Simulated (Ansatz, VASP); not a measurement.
## One calculation of CdS, two programs

```
CELL_PARAMETERS angstrom
0.00000 2.72678 2.72678
2.72678 0.00000 2.72678
2.72678 2.72678 0.00000
ATOMIC_POSITIONS crystal
Cd 0.00000 0.00000 0.00000
S 0.50000 0.50000 0.50000
```

Alike in both runs: task single point; functional r2SCAN; k mesh 8 × 8 × 8; no spin polarisation.

```csv
,VASP,Ansatz
version,VASP 6.6.1,Ansatz 0.2.0
potentials or method,"VASP PAW PBE potentials, release 64 (Cd, S)","plane waves, PAW"
plane-wave cutoff (eV),520,500
occupations,"gaussian, width 0.01 eV",fixed
valence electrons in the cell,18,26
```

Ansatz gave:

| Item | Value |
| --- | --- |
| gap on the k mesh at the Fermi level (eV) | 0.75 |
| pressure (GPa) | 0.0 |

Q: Estimate VASP's values.

A: gap on the k mesh at the Fermi level (eV): 0.73; pressure (GPa): 0.5.

VASP's potentials were made for PBE, not for r2SCAN. VASP's potentials hold 18 valence electrons a cell and Ansatz's 26, so a difference there can come from the potentials and not from the codes.
